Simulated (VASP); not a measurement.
# SrO (qrp) (Fm-3m) in VASP: vibrations by perturbation theory with RPBE

Aim: the vibrations by perturbation theory of SrO (qrp) with RPBE.

Everything below comes from runs of VASP 6.6.1. Logs are shortened: lines on timing, memory, paths and dates and some standing lists are left out, and cuts for length are marked.

### Step 1. The cell of the first run

It takes space group Fm-3m (No. 225, cubic). Conventional cell: a = 5.257 Å, b = 5.257 Å, c = 5.257 Å, α = 90.00°, β = 90.00°, γ = 90.00°. Within 3.5 Å of Sr (site symmetry m-3m) lie 6 O at 2.63 Å. O (site symmetry m-3m) has 6 Sr at 2.63 Å within 3.5 Å.

### Step 2. Vibrations by perturbation theory, RPBE

INCAR reads:

```
SYSTEM = SrO
PREC = Accurate
ENCUT = 600
EDIFF = 1E-8
ISMEAR = 0
SIGMA = 0.01
LREAL = .False.
LASPH = .True.
NELM = 120
ALGO = Normal
ISIF = 2
LWAVE = .False.
LCHARG = .True.
GGA = RP
NBANDS = 15
IBRION = 8
NSW = 1
GGA_COMPAT = .False.
```

KPOINTS reads:

```
regular mesh
0
Gamma
  8 8 8
  0 0 0
```

POSCAR reads:

```
SrO
1.0
    0.0000000000      2.6286208409      2.6286208409
    2.6286208409      0.0000000000      2.6286208409
    2.6286208409      2.6286208409      0.0000000000
Sr O
1 1
Direct
    0.0000000000      0.0000000000      0.0000000000
    0.5000000000      0.5000000000      0.5000000000
```

Potentials or basis: VASP PAW PBE potentials, release 64 (Sr_sv, O).

Run with:

```
$ cat potpaw_PBE.64/Sr_sv/POTCAR potpaw_PBE.64/O/POTCAR > POTCAR
$ mpirun -np 1 vasp_std > vasp.out
```

OUTCAR:

```text
SYSTEM = SrO
   PREC = Accurate
   ENCUT = 600
   EDIFF = 1E-8
   ISMEAR = 0
   LREAL = .False.
   LASPH = .True.
   NELM = 120
   ISIF = 2
   GGA = RP
   IBRION = 8
   NSW = 1

 ion  position               nearest neighbor table
   1  0.000  0.000  0.000-   2 2.63   2 2.63   2 2.63   2 2.63   2 2.63   2 2.63
   2  0.500  0.500  0.500-   1 2.63   1 2.63   1 2.63   1 2.63   1 2.63   1 2.63

  LATTYP: Found a face centered cubic cell.
 ALAT       =     5.2572416818

  Lattice vectors:

 A1 = (   0.0000000000,   2.6286208409,   2.6286208409)
 A2 = (   2.6286208409,   0.0000000000,   2.6286208409)
 A3 = (   2.6286208409,   2.6286208409,   0.0000000000)

Analysis of symmetry for initial positions (statically):
=====================================================================
 Subroutine PRICEL returns:
 Original cell was already a primitive cell.

 Routine SETGRP: Setting up the symmetry group for a
 face centered cubic supercell.

 Subroutine GETGRP returns: Found 48 space group operations
 (whereof 48 operations were pure point group operations)
 out of a pool of 48 trial point group operations.

The static configuration has the point symmetry O_h .

Analysis of symmetry for dynamics (positions and initial velocities):
=====================================================================
 Subroutine PRICEL returns:
 Original cell was already a primitive cell.

 Routine SETGRP: Setting up the symmetry group for a
 face centered cubic supercell.

 Subroutine GETGRP returns: Found 48 space group operations
 (whereof 48 operations were pure point group operations)
 out of a pool of 48 trial point group operations.

The dynamic configuration has the point symmetry O_h .

 Subroutine INISYM returns: Found 48 space group operations
 (whereof 48 operations are pure point group operations),
 and found     1 'primitive' translations

----------------------------------------------------------------------------------------

                                     Primitive cell

  volume of cell :      36.3257

  direct lattice vectors                    reciprocal lattice vectors
     0.000000000  2.628620841  2.628620841    -0.190213816  0.190213816  0.190213816
     2.628620841  0.000000000  2.628620841     0.190213816 -0.190213816  0.190213816
     2.628620841  2.628620841  0.000000000     0.190213816  0.190213816 -0.190213816

  length of vectors
     3.717431244  3.717431244  3.717431244     0.329459993  0.329459993  0.329459993

  position of ions in fractional coordinates (direct lattice)
     0.000000000  0.000000000  0.000000000
     0.500000000  0.500000000  0.500000000

  ion indices of the primitive-cell ions
   primitive index   ion index
                 1           1
                 2           2

----------------------------------------------------------------------------------------

 KPOINTS: regular mesh

Automatic generation of k-mesh.
 Grid dimensions read from file:
 generate k-points for:    8    8    8

 Generating k-lattice:

  Cartesian coordinates                     Fractional coordinates (reciprocal lattice)
    -0.023776727  0.023776727  0.023776727     0.125000000  0.000000000  0.000000000
     0.023776727 -0.023776727  0.023776727     0.000000000  0.125000000  0.000000000
     0.023776727  0.023776727 -0.023776727     0.000000000  0.000000000  0.125000000

  Length of vectors
     0.041182499  0.041182499  0.041182499

  Shift w.r.t. Gamma in fractional coordinates (k-lattice)
     0.000000000  0.000000000  0.000000000

 Subroutine IBZKPT returns following result:
 ===========================================

 Found     29 irreducible k-points:

 Following reciprocal coordinates:
            Coordinates               Weight
  0.000000  0.000000  0.000000      1.000000
  0.125000  0.000000  0.000000      8.000000
  0.250000  0.000000  0.000000      8.000000
  0.375000  0.000000  0.000000      8.000000
  0.500000  0.000000  0.000000      4.000000
  0.125000  0.125000  0.000000      6.000000
[... 16 lines left out ...]
  0.500000  0.250000  0.125000     48.000000
 -0.375000  0.250000  0.125000     24.000000
 [... further k-points ...]
   k-points           NKPTS =     29   k-points in BZ     NKDIM =     29   number of bands    NBANDS=     15
   number of dos      NEDOS =    301   number of ions     NIONS =      2
   total plane-waves  NPLWV =  27000
   dimension x,y,z NGX =    30 NGY =   30 NGZ =   30
   dimension x,y,z NGXF=    60 NGYF=   60 NGZF=   60
   ions per type =               1   1
   NGX,Y,Z   is equivalent  to a cutoff of  13.42, 13.42, 13.42 a.u.
   NGXF,Y,Z  is equivalent  to a cutoff of  26.83, 26.83, 26.83 a.u.
 SYSTEM =  SrO
   PREC   = accura    normal or accurate (medium, high low for compatibility)
   ISTART =      0    job   : 0-new  1-cont  2-samecut
   ICHARG =      2    charge: 1-file 2-atom 10-const
   ISPIN  =      1    spin polarized calculation?
   LNONCOLLINEAR =      F non collinear calculations
   LSORBIT =      F    spin-orbit coupling
   LASPH  =      T    aspherical Exc in radial PAW
   ENCUT  =  600.0 eV  44.10 Ry    6.64 a.u.   7.42  7.42  7.42*2*pi/ulx,y,z
   NELM   =    120;   NELMIN=  2; NELMDL= -5     # of ELM steps
   EDIFF  = 0.1E-07   stopping-criterion for ELM
   LREAL  =      F    real-space projection
   EDIFFG = 0.1E-06   stopping-criterion for IOM
   NSW    =      1    number of steps for IOM
   IBRION =      8    ionic relax: 0-MD 1-quasi-New 2-CG
   NFREE  =      0    steps in history (QN), initial steepest desc. (CG)
   ISIF   =      2    stress and relaxation
   ISYM   =      2    0-nonsym 1-usesym 2-fastsym
   POTIM  = 0.5000    time-step for ionic-motion
   TEBEG  =    0.0;   TEEND  =   0.0 temperature during run
   PSTRESS=    0.0 pullay stress
   NELECT =      16.0000    total number of electrons
   NUPDOWN=      -1.0000    fix difference up-down
   EMIN   =  10.00;   EMAX   =-10.00  energy-range for DOS
   EFERMI =   0.00;   METHOD = LEGACY
   ISMEAR =     0;   SIGMA  =   0.01  broadening in eV -4-tet -1-fermi 0-gaus
   EFERMI_NEDOS =   21; number of points for ismear=-14 and -15
   IALGO  =     38    algorithm
   IMIX   =      4    mixing-type and parameters
     AMIX     =   0.40;   BMIX     =  1.00
     AMIX_MAG =   1.60;   BMIX_MAG =  1.00
  volume/ion in A,a.u.               =      18.16       122.57
  Fermi-wavevector in a.u.,A,eV,Ry     =   1.245595  2.353833 21.109535  1.551507
  Thomas-Fermi vector in A             =   2.379810
   LORBIT       =      0    0 simple, 1 ext, 2 COOP (PROOUT), +10 PAW based schemes
   GGA     = RP    functional components
   LHFCALC =     F    Hartree Fock is set to
   AEXX    =    0.0000 exact exchange contribution
   IVDW    =     0    specifies the selected vdW correction
   LEPSILON=     F    determine dielectric tensor
   LRPA    =     F    only Hartree local field effects (RPA)
 non-spin polarized calculation
 Gauss-broadening in eV      SIGMA  =   0.01
  energy-cutoff  :      600.00
  volume of cell :       36.33
 maximum number of plane-waves:      1243
 NGX is ok and might be reduce to    30
   NGX = 15   NGY = 15   NGZ = 15

--------------------------------------- Ionic step        1  -------------------------------------------

 number of electron      16.0000004 magnetization

 Free energy of the ion-electron system (eV)
  ---------------------------------------------------
  ext. energy  EPLUGINS =         0.00000000
  ---------------------------------------------------
  free energy    TOTEN  =       -11.39017119 eV

  energy without entropy =      -11.39017119  energy(sigma->0) =      -11.39017119

 E-fermi :   1.5980     XC(G=0):  -9.4559

 val. band max:        1.5466634637   @ k =   0.0000   0.0000   0.0000
 cond. band min:       4.9538433204   @ k =   0.5000   0.5000   0.0000
 fundamental gap:      3.4071798567
 Fermi energy:         1.5980446346

 k-point     1 :       0.0000    0.0000    0.0000
  band No.  band energies     occupation
      1     -31.1907      2.00000
      2     -13.5547      2.00000
      3     -12.8985      2.00000
      4     -12.8985      2.00000
      5     -12.8985      2.00000
      6       1.5467      2.00000
      7       1.5467      2.00000
      8       1.5467      2.00000
      9       5.2505      0.00000
     10       7.6656      0.00000
     11       7.6656      0.00000
     12       7.6656      0.00000
     13       9.6310      0.00000
     14       9.6310      0.00000
[... 401 lines left out ...]
      2     -14.6941      2.00000
      3     -13.2008      2.00000
      4     -13.0755      2.00000
      5     -12.0358      2.00000
      6       0.0818      2.00000
      7       0.7513      2.00000
      8       0.8005      2.00000
      9       7.7589      0.00000
     10       8.1094      0.00000
     11      10.3404      0.00000
     12      10.6372      0.00000
     13      12.5026      0.00000
     14      13.8318      0.00000
     15      14.2362      0.00000

 [... further k-points ...]
[... 5 lines left out ...]
  --------------------------------------------------------------------------------------
  -------------------------------------------------------------------------------------
  Total        0.0789231      0.0789231      0.0789231     -0.0000000     -0.0000000      0.0000000
  in kB        3.4809735      3.4809735      3.4809735     -0.0000000     -0.0000000      0.0000000
  external PRESSURE =       3.4809735 kB  Pullay stress =       0.0000000 kB

 VOLUME and BASIS-vectors are now :
 -----------------------------------------------------------------------------
  energy-cutoff  :      600.00
  volume of cell :       36.33
      direct lattice vectors                 reciprocal lattice vectors
     0.000000000  2.628620841  2.628620841    -0.190213816  0.190213816  0.190213816
     2.628620841  0.000000000  2.628620841     0.190213816 -0.190213816  0.190213816
     2.628620841  2.628620841  0.000000000     0.190213816  0.190213816 -0.190213816

 POSITION                                       TOTAL-FORCE (eV/Angst)
 -----------------------------------------------------------------------------------
      0.00000      0.00000      0.00000        -0.000000     -0.000000     -0.000000
      2.62862      2.62862      2.62862         0.000000      0.000000      0.000000
 -----------------------------------------------------------------------------------
    total drift:                                0.000000      0.000000      0.000000

  FREE ENERGIE OF THE ION-ELECTRON SYSTEM (eV)
  ---------------------------------------------------
  free  energy   TOTEN  =       -11.3901711894 eV

  energy  without entropy=      -11.3901711894  energy(sigma->0) =      -11.39017119

[... ionic steps 2 to 3 ...]

--------------------------------------- Ionic step        4  -------------------------------------------

------------------------ aborting loop because EDIFF is reached ----------------------------------------

[... ionic steps 5 to 6 ...]

--------------------------------------- Ionic step        7  -------------------------------------------

 Free energy of the ion-electron system (eV)
  ---------------------------------------------------
  ---------------------------------------------------
  free energy    TOTEN  =        -0.36588216 eV

  energy without entropy =       -0.36588216

------------------------ aborting loop because EDIFF is reached ----------------------------------------

 INTERNAL STRAIN TENSOR  FOR ION    2  DIRECTION 1   (eV/Angst):
 -----------------------------------------------------------------------------
     0.00126  0.00000  0.00000
    -0.00000 -0.00284  0.00000
     0.00000  0.00000 -0.00284

 INTERNAL STRAIN TENSOR FOR ION    2 for displacements in x,y,z  (eV/Angst):
          X           Y           Z          XY          YZ          ZX
  --------------------------------------------------------------------------------
  x     0.00000     0.00000     0.00000     0.00000     0.00000     0.00000
  y     0.00000     0.00000     0.00000     0.00000     0.00000     0.00000
  z     0.00000     0.00000     0.00000     0.00000     0.00000     0.00000

 SECOND DERIVATIVES (NOT SYMMETRIZED)
 ------------------------------------
               1X          1Y          1Z          2X          2Y          2Z
  1X    -1.582205    0.000000    0.000000    1.582205    0.000000    0.000000
  1Y     0.000000   -1.582205    0.000000    0.000000    1.582205    0.000000
  1Z     0.000000    0.000000   -1.582205    0.000000    0.000000    1.582205
  2X     1.598842    0.000000    0.000000   -1.598842    0.000000    0.000000
  2Y     0.000000    1.598842    0.000000    0.000000   -1.598842    0.000000
  2Z     0.000000    0.000000    1.598842    0.000000    0.000000   -1.598842

 Eigenvectors and eigenvalues of the dynamical matrix
 ----------------------------------------------------

   1 f  =    5.369889 THz    33.740008 2PiTHz  179.120219 cm-1    22.208067 meV
             X         Y         Z           dx          dy          dz
      0.000000  0.000000  0.000000    -0.391218    0.000000    0.000000
      2.628621  2.628621  2.628621     0.920298    0.000000    0.000000
[... 21 lines left out ...]
   6 f/i=    0.010112 THz     0.063536 2PiTHz    0.337304 cm-1     0.041820 meV
             X         Y         Z           dx          dy          dz
      0.000000  0.000000  0.000000     0.000000    0.131593   -0.910841
      2.628621  2.628621  2.628621     0.000000    0.055940   -0.387198

--------------------------------------------------------------------------------------------------------

 ELASTIC MODULI CONTR FROM IONIC RELAXATION (kBar)
 Direction    XX          YY          ZZ          XY          YZ          ZX
 --------------------------------------------------------------------------------
 XX           0.0000      0.0000      0.0000      0.0000      0.0000      0.0000
 YY           0.0000      0.0000      0.0000      0.0000      0.0000      0.0000
 ZZ           0.0000      0.0000      0.0000      0.0000      0.0000      0.0000
 XY           0.0000      0.0000      0.0000      0.0000      0.0000      0.0000
 YZ           0.0000      0.0000      0.0000      0.0000      0.0000      0.0000
 ZX           0.0000      0.0000      0.0000      0.0000      0.0000      0.0000
 --------------------------------------------------------------------------------
```

Wall time 5.5 min (1 thread of Intel Xeon 8259CL, shared host); peak memory 0.26 GiB.

Results:

```yaml
Highest_phonon_frequency_at_Γ_LO-TO_splitting_left_out: 179 cm⁻¹
```

Phonon frequencies in cm⁻¹ (negative: imaginary):
```tsv
q point	frequencies
(0.000, 0.000, 0.000)	0 0 0 179 179 179
```

Caveat: the PAW data sets were made with another functional, which shifts forces and pressure a little.
